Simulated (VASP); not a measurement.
# Sb (R-3m) in VASP: further runs

Sb is run at these levels: PBEsol; tasks: electric field gradients.

Everything below comes from runs of VASP 6.6.1. Logs are shortened: lines on timing, memory, paths and dates and some standing lists are left out, and cuts for length are marked.

**1. The cell of the first run**

The structure is trigonal, space group R-3m (No. 166). Conventional cell: a = 4.387 Å, b = 4.387 Å, c = 11.232 Å, α = 90.00°, β = 90.00°, γ = 120.00°. Sb (site symmetry 3m) has 6 Sb at 2.95 to 3.38 Å within 3.9 Å.

**2. Electric field gradients, PBEsol (equal xx and yy strain of +2 %)**

INCAR reads:

```
ALGO = Normal
EDIFF = 1E-8
ENCUT = 400
GGA = PS
GGA_COMPAT = F
ISIF = 2
ISMEAR = -1
LASPH = T
LCHARG = F
LEFG = T
LREAL = F
LWAVE = F
NBANDS = 12
NELM = 120
PREC = Accurate
SIGMA = 0.05
```

KPOINTS reads:

```
k-points
0
Gamma
  9 9 9
```

POSCAR reads:

```
Sb
1.0
    2.1936123386      1.2664826742      3.7440000000
   -2.1936123386      1.2664826742      3.7440000000
    0.0000000000     -2.5329653483      3.7440000000
Sb
2
Direct
    0.2336400000      0.2336400000      0.2336400000
    0.7663600000      0.7663600000      0.7663600000
```

Potentials or basis: VASP PAW PBE potentials, release 64 (Sb).

Launch:

```console
$ cat potpaw_PBE.64/Sb/POTCAR > POTCAR
$ mpirun -np 1 vasp_std > vasp.out
```

OUTCAR:

```text
EDIFF = 1E-8
   ENCUT = 400
   GGA = PS
   ISIF = 2
   ISMEAR = -1
   LASPH = T
   LREAL = F
   NELM = 120
   PREC = Accurate

 ion  position               nearest neighbor table
   1  0.234  0.234  0.234-   2 2.95   2 2.95   2 2.95   2 3.38   2 3.38   2 3.38
   2  0.766  0.766  0.766-   1 2.95   1 2.95   1 2.95   1 3.38   1 3.38   1 3.38

  LATTYP: Found a trigonal (rhomboedric) cell.
 ALAT       =     4.5203373166
 COS(alpha) =     0.5290139237

  Lattice vectors:

 A1 = (   2.1936123386,   1.2664826742,   3.7440000000)
 A2 = (  -2.1936123386,   1.2664826742,   3.7440000000)
 A3 = (   0.0000000000,  -2.5329653483,   3.7440000000)

Analysis of symmetry for initial positions (statically):
=====================================================================
 Subroutine PRICEL returns:
 Original cell was already a primitive cell.

 Routine SETGRP: Setting up the symmetry group for a
 trigonal (rhombohedral) supercell.

 Subroutine GETGRP returns: Found 12 space group operations
 (whereof 12 operations were pure point group operations)
 out of a pool of 12 trial point group operations.

The static configuration has the point symmetry D_3d.

Analysis of symmetry for dynamics (positions and initial velocities):
=====================================================================
 Subroutine PRICEL returns:
 Original cell was already a primitive cell.

 Routine SETGRP: Setting up the symmetry group for a
 trigonal (rhombohedral) supercell.

 Subroutine GETGRP returns: Found 12 space group operations
 (whereof 12 operations were pure point group operations)
 out of a pool of 12 trial point group operations.

The dynamic configuration has the point symmetry D_3d.

 Subroutine INISYM returns: Found 12 space group operations
 (whereof 12 operations are pure point group operations),
 and found     1 'primitive' translations

----------------------------------------------------------------------------------------

                                     Primitive cell

  volume of cell :      62.4089

  direct lattice vectors                    reciprocal lattice vectors
     2.193612339  1.266482674  3.744000000     0.227934531  0.131598063  0.089031339
    -2.193612339  1.266482674  3.744000000    -0.227934531  0.131598063  0.089031339
     0.000000000 -2.532965348  3.744000000     0.000000000 -0.263196126  0.089031339

  length of vectors
     4.520337317  4.520337317  4.520337317     0.277846684  0.277846684  0.277846684

  position of ions in fractional coordinates (direct lattice)
     0.233640000  0.233640000  0.233640000
     0.766360000  0.766360000  0.766360000

  ion indices of the primitive-cell ions
   primitive index   ion index
                 1           1
                 2           2

----------------------------------------------------------------------------------------

 KPOINTS: k-points

Automatic generation of k-mesh.
 Grid dimensions read from file:
 generate k-points for:    9    9    9

 Generating k-lattice:

  Cartesian coordinates                     Fractional coordinates (reciprocal lattice)
     0.025326059  0.014622007  0.009892371     0.111111111 -0.000000000  0.000000000
    -0.025326059  0.014622007  0.009892371    -0.000000000  0.111111111  0.000000000
     0.000000000 -0.029244014  0.009892371     0.000000000  0.000000000  0.111111111

  Length of vectors
     0.030871854  0.030871854  0.030871854

  Shift w.r.t. Gamma in fractional coordinates (k-lattice)
     0.000000000  0.000000000  0.000000000

 Subroutine IBZKPT returns following result:
 ===========================================

 Found     85 irreducible k-points:

 Following reciprocal coordinates:
            Coordinates               Weight
  0.000000  0.000000  0.000000      1.000000
  0.111111  0.000000  0.000000      6.000000
  0.222222 -0.000000  0.000000      6.000000
  0.333333  0.000000  0.000000      6.000000
  0.444444 -0.000000  0.000000      6.000000
  0.111111  0.111111  0.000000      6.000000
[... 16 lines left out ...]
 -0.333333  0.333333  0.000000      6.000000
  0.444444  0.444444  0.000000      6.000000
 [... further k-points ...]
   k-points           NKPTS =     85   k-points in BZ     NKDIM =     85   number of bands    NBANDS=     12
   number of dos      NEDOS =    301   number of ions     NIONS =      2
   total plane-waves  NPLWV =  27000
   dimension x,y,z NGX =    30 NGY =   30 NGZ =   30
   dimension x,y,z NGXF=    60 NGYF=   60 NGZF=   60
   ions per type =               2
   NGX,Y,Z   is equivalent  to a cutoff of  11.03, 11.03, 11.03 a.u.
   NGXF,Y,Z  is equivalent  to a cutoff of  22.07, 22.07, 22.07 a.u.
 SYSTEM =  unknown system
   PREC   = accura    normal or accurate (medium, high low for compatibility)
   ISTART =      0    job   : 0-new  1-cont  2-samecut
   ICHARG =      2    charge: 1-file 2-atom 10-const
   ISPIN  =      1    spin polarized calculation?
   LNONCOLLINEAR =      F non collinear calculations
   LSORBIT =      F    spin-orbit coupling
   LASPH  =      T    aspherical Exc in radial PAW
   ENCUT  =  400.0 eV  29.40 Ry    5.42 a.u.   7.37  7.37  7.37*2*pi/ulx,y,z
   NELM   =    120;   NELMIN=  2; NELMDL= -5     # of ELM steps
   EDIFF  = 0.1E-07   stopping-criterion for ELM
   LREAL  =      F    real-space projection
   EDIFFG = 0.1E-06   stopping-criterion for IOM
   NSW    =      0    number of steps for IOM
   IBRION =     -1    ionic relax: 0-MD 1-quasi-New 2-CG
   NFREE  =      0    steps in history (QN), initial steepest desc. (CG)
   ISIF   =      2    stress and relaxation
   ISYM   =      2    0-nonsym 1-usesym 2-fastsym
   POTIM  = 0.5000    time-step for ionic-motion
   TEBEG  =    0.0;   TEEND  =   0.0 temperature during run
   PSTRESS=    0.0 pullay stress
   NELECT =      10.0000    total number of electrons
   NUPDOWN=      -1.0000    fix difference up-down
   EMIN   =  10.00;   EMAX   =-10.00  energy-range for DOS
   EFERMI =   0.00;   METHOD = LEGACY
   ISMEAR =    -1;   SIGMA  =   0.05  broadening in eV -4-tet -1-fermi 0-gaus
   EFERMI_NEDOS =   21; number of points for ismear=-14 and -15
   IALGO  =     38    algorithm
   IMIX   =      4    mixing-type and parameters
     AMIX     =   0.40;   BMIX     =  1.00
     AMIX_MAG =   1.60;   BMIX_MAG =  1.00
  volume/ion in A,a.u.               =      31.20       210.58
  Fermi-wavevector in a.u.,A,eV,Ry     =   0.889186  1.680318 10.757477  0.790652
  Thomas-Fermi vector in A             =   2.010714
   LORBIT       =      0    0 simple, 1 ext, 2 COOP (PROOUT), +10 PAW based schemes
   GGA     = PS    functional components
   LHFCALC =     F    Hartree Fock is set to
   AEXX    =    0.0000 exact exchange contribution
   IVDW    =     0    specifies the selected vdW correction
   LEPSILON=     F    determine dielectric tensor
   LRPA    =     F    only Hartree local field effects (RPA)
 non-spin polarized calculation
  energy-cutoff  :      400.00
  volume of cell :       62.41
 maximum number of plane-waves:      1147
 NGX is ok and might be reduce to    30
   NGX = 15   NGY = 15   NGZ = 15

 number of electron      10.0000000 magnetization

 Free energy of the ion-electron system (eV)
  ---------------------------------------------------
  ext. energy  EPLUGINS =         0.00000000
  ---------------------------------------------------
  free energy    TOTEN  =        -9.10733915 eV

  energy without entropy =       -9.10610767  energy(sigma->0) =       -9.10672341

 E-fermi :   6.6490     XC(G=0):  -9.5298

 val. band max:        6.5622995089   @ k =   0.3333   0.1111   0.1111
 cond. band min:       6.7111585367   @ k =   0.4444  -0.0000   0.0000
 fundamental gap:      0.1488590278
 Fermi energy:         6.6490427271

 k-point     1 :       0.0000    0.0000    0.0000
  band No.  band energies     occupation
      1      -5.7444      2.00000
      2       1.7673      2.00000
      3       4.9008      2.00000
      4       4.9270      2.00000
      5       4.9270      2.00000
      6       8.7862      0.00000
      7       9.3837      0.00000
      8       9.3837      0.00000
      9      11.7275      0.00000
     10      11.7275      0.00000
     11      11.9794      0.00000
     12      13.2642      0.00000

 k-point     2 :       0.1111    0.0000    0.0000
  band No.  band energies     occupation
      1      -5.6138      2.00000
      2       1.2208      2.00000
      3       4.9007      2.00000
      4       4.9048      2.00000
      5       5.1803      2.00000
      6       8.6672      0.00000
      7       9.0364      0.00000
      8       9.0683      0.00000
      9      11.3036      0.00000
     10      11.7834      0.00000
     11      11.7911      0.00000
     12      14.1166      0.00000

 k-point     3 :       0.2222   -0.0000    0.0000
  band No.  band energies     occupation
      1      -5.2251      2.00000
      2       0.0449      2.00000
      3       4.8657      2.00000
      4       4.9123      2.00000
      5       5.5816      2.00000
      6       8.1025      0.00000
      7       8.3183      0.00000
      8       8.3541      0.00000
      9      11.4166      0.00000
     10      12.1117      0.00000
     11      12.3783      0.00000
     12      15.8183      0.00000
[... 286 lines left out ...]
 k-point    23 :      -0.3333    0.3333    0.0000
  band No.  band energies     occupation
      1      -2.8422      2.00000
      2      -2.6719      2.00000
      3       1.8393      2.00000
      4       4.0758      2.00000
      5       4.2692      2.00000
      6       8.8657      0.00000
      7       9.2215      0.00000
      8      11.7241      0.00000
      9      11.9507      0.00000
     10      13.1602      0.00000
     11      14.4940      0.00000
     12      16.5679      0.00000

 k-point    24 :       0.4444    0.4444    0.0000
  band No.  band energies     occupation
      1      -3.6266      2.00000
      2      -1.1325      2.00000
      3       1.6186      2.00000
      4       3.1720      2.00000
      5       3.2367      2.00000
      6       8.3277      0.00000
      7      11.4558      0.00000
      8      11.9666      0.00000
      9      12.9792      0.00000
     10      15.2501      0.00000
     11      16.1825      0.00000
     12      17.5277      0.00000

 [... further k-points ...]
[... 5 lines left out ...]
  --------------------------------------------------------------------------------------
  -------------------------------------------------------------------------------------
  Total       -0.7682388     -0.7682388     -0.5040997      0.0000000     -0.0000000      0.0000000
  in kB      -19.7224373    -19.7224373    -12.9413864      0.0000000     -0.0000000      0.0000000
  external PRESSURE =     -17.4620870 kB  Pullay stress =       0.0000000 kB

 VOLUME and BASIS-vectors are now :
 -----------------------------------------------------------------------------
  energy-cutoff  :      400.00
  volume of cell :       62.41
      direct lattice vectors                 reciprocal lattice vectors
     2.193612339  1.266482674  3.744000000     0.227934531  0.131598063  0.089031339
    -2.193612339  1.266482674  3.744000000    -0.227934531  0.131598063  0.089031339
     0.000000000 -2.532965348  3.744000000     0.000000000 -0.263196126  0.089031339

 POSITION                                       TOTAL-FORCE (eV/Angst)
 -----------------------------------------------------------------------------------
      0.00000      0.00000      2.62424         0.000000      0.000000      0.029612
      0.00000      0.00000      8.60776         0.000000     -0.000000     -0.029612
 -----------------------------------------------------------------------------------
    total drift:                                0.000000     -0.000000      0.000000

  FREE ENERGIE OF THE ION-ELECTRON SYSTEM (eV)
  ---------------------------------------------------
  free  energy   TOTEN  =        -9.1073391492 eV

  energy  without entropy=       -9.1061076658  energy(sigma->0) =       -9.10672341

 Electric field gradients (V/A^2)
---------------------------------------------------------------------
 ion       V_xx      V_yy      V_zz      V_xy      V_xz      V_yz
---------------------------------------------------------------------
   1      24.367    24.367   -48.734    -0.000    -0.000    -0.000
   2      24.367    24.367   -48.734    -0.000    -0.000    -0.000
---------------------------------------------------------------------

 Electric field gradients after diagonalization (V/A^2)
 (convention: |V_zz| > |V_xx| > |V_yy|)
----------------------------------------------------------------------
 ion       V_xx      V_yy      V_zz     asymmetry (V_yy - V_xx)/ V_zz
----------------------------------------------------------------------
   1      24.367    24.367   -48.734       0.000
   2      24.367    24.367   -48.734       0.000
----------------------------------------------------------------------

           NMR quadrupolar parameters

 Cq : quadrupolar parameter    Cq=e*Q*V_zz/h
 eta: asymmetry parameters     (V_yy - V_xx)/ V_zz
 Q  : nuclear electric quadrupole moment in mb (millibarn)
----------------------------------------------------------------------
 ion       Cq(MHz)       eta       Q (mb)
----------------------------------------------------------------------
   1      -0.118       0.000       1.000
   2      -0.118       0.000       1.000
----------------------------------------------------------------------
```

It took 42 s on 1 thread of Intel Xeon 6975P-C, shared host; peak memory 0.18 GiB.

What came out:

```
Free energy            : -9.1073 eV
Pressure               : -1.7 GPa
Largest force          : 0.030 eV/Å
Band gap on the k mesh : 0.15 eV, indirect (least direct gap 0.47 eV)
```

Forces in eV/Å, atoms in the order of the input:
```
Sb   0.000  0.000  0.030
Sb   0.000  0.000 -0.030
```

Levels at points of the mesh, in eV from the valence-band top:
| k point | band 2 | band 3 | band 4 | band 5 | band 6 | band 7 | band 8 | band 9 |
| --- | --- | --- | --- | --- | --- | --- | --- | --- |
| (0.00, 0.00, 0.00) | -4.79 | -1.66 | -1.64 | -1.64 | 2.22 | 2.82 | 2.82 | 5.17 |

Electric field gradients, principal values (V/Å²):
| atom | least | middle | greatest (by size) |
| --- | --- | --- | --- |
| 1 Sb | 24.367 | 24.367 | -48.734 |
| 2 Sb | 24.367 | 24.367 | -48.734 |

Caveat: the cell differs from its parent crystal (equal xx and yy strain of +2 %); without QUAD_EFG the Cq values of the log hold for a quadrupole moment of 1 mb, not for the nuclei; the PAW data sets were made with another functional, which shifts forces and pressure a little; spin-orbit coupling is left out, which moves the levels of the heavy elements.

[end of part 1 of 3]
